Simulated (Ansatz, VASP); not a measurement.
## Two plane-wave programs on GaN

File INCAR:

```
SYSTEM = GaN
  PREC = Accurate
  ENCUT = 520
  EDIFF = 1E-6
  ISMEAR = 0
  SIGMA = 0.05
  LREAL = .False.
  LASPH = .True.
  NELM = 100
  ALGO = Normal
  ISIF = 2
  LWAVE = .False.
  LCHARG = .False.
  GGA = PS
  NBANDS = 26
```

KPOINTS

```
Automatic mesh
0
Gamma
  8 8 6
  0 0 0
```

File POSCAR:

```
GaN
1.0
    0.0000000000     -2.2490913701     -2.2191784549
    0.0000000000      2.2490913701     -2.2191784549
    4.4383569097      0.0000000000      0.0000000000
Ga N
2 2
Direct
    0.4976558961      0.4976558961      0.5000000000
    0.0023441039      0.0023441039      0.0000000000
    0.0193411440      0.4806588560      0.2500000000
    0.4806588560      0.0193411440      0.7500000000
```

Input for Ansatz:

```yaml
crystal:
  lattice:
    - [0.0, -2.2490913701, -2.2191784549]
    - [0.0, 2.2490913701, -2.2191784549]
    - [4.4383569097, 0.0, 0.0]
  atoms:
    - { symbol: Ga, position: [0.4976558961, 0.4976558961, 0.5] }
    - { symbol: Ga, position: [0.0023441039, 0.0023441039, 0.0] }
    - { symbol: "N", position: [0.019341144, 0.480658856, 0.25] }
    - { symbol: "N", position: [0.480658856, 0.019341144, 0.75] }
basis:
  ecutwfc: 520.0
kpoints:
  mp_grid: { grid: [8, 8, 6] }
hamiltonian:
  xc: pbesol
  pseudopotentials: { kind: paw, azcp: { folder: soft_1 } }
scf:
  occupations: { method: gaussian, width: 0.05 }
output:
  forces: true
  stress: true
  eigenvalues: true
```

Change from the starting cell: mode 11 frozen in at -0.087 Å, equal normal strain along x and y -0.0133.

Alike in both runs: task single point; functional PBEsol; k mesh 8 × 8 × 6; occupations gaussian, width 0.05 eV; no spin polarisation.

|  | VASP | Ansatz |
| --- | --- | --- |
| version | VASP 6.6.1 | Ansatz 0.2.0 |
| potentials or method | VASP PAW PBE potentials, release 64 (Ga_d, N), cutoff 520 eV | scalar-relativistic, plane waves, PAW |
| valence electrons in the cell | 36 | 36 |

|  | VASP | Ansatz | Ansatz less VASP |
| --- | --- | --- | --- |
| gap on the k mesh at the Fermi level (eV) | 1.82 | 1.81 | -0.016 |
| least direct gap on the mesh (eV) | 1.82 | 1.81 | -0.016 |
| pressure (GPa) | 6.5 | 6.7 | +0.21 |
| traceless stress, the component that is largest in VASP (GPa) | -2.08 | -2.08 | -0.001 |
| rms of the force components (eV/Å) | 0.834 | 0.843 | +0.0086 |

VASP's potentials were made for PBE, not for PBEsol, and Ansatz warns of the same on its side. Atom by atom the forces differ by 0.009 eV/Å (rms over components).
